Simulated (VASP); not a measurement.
A run of VASP 6.6.1 is set up as follows.

File INCAR:

```
ALGO = Normal
EDIFF = 1E-7
ENCUT = 520
GGA = PE
ISIF = 2
ISMEAR = 0
LASPH = T
LCHARG = F
LREAL = F
LWAVE = F
NBANDS = 15
NELM = 80
PREC = Accurate
SIGMA = 0.05
```

The input KPOINTS:

```
k-points
0
Gamma
  8 8 8
```

POSCAR

```
BaTe
1.0
    0.0000000000      4.0037263922      4.0037263922
    4.0037263922      0.0000000000      4.0037263922
    4.0037263922      4.0037263922      0.0000000000
Ba Te
1 1
Direct
    0.0000000000      0.0000000000      0.0000000000
    0.2500000000      0.2500000000      0.2500000000
```

Potentials or basis: VASP PAW PBE potentials, release 64 (Ba_sv, Te).

Command:

```console
$ cat potpaw_PBE.64/Ba_sv/POTCAR potpaw_PBE.64/Te/POTCAR > POTCAR
$ mpirun -np 1 vasp_std > vasp.out
```

Problem. Estimate the band gap on the k mesh.

Solution. 2.48 eV, indirect (least direct gap 2.84 eV).

Problem. Estimate the pressure.

Solution. -0.9 GPa.

Caveat: spin-orbit coupling is left out, which moves the levels of the heavy elements. A k mesh can miss the band edges.
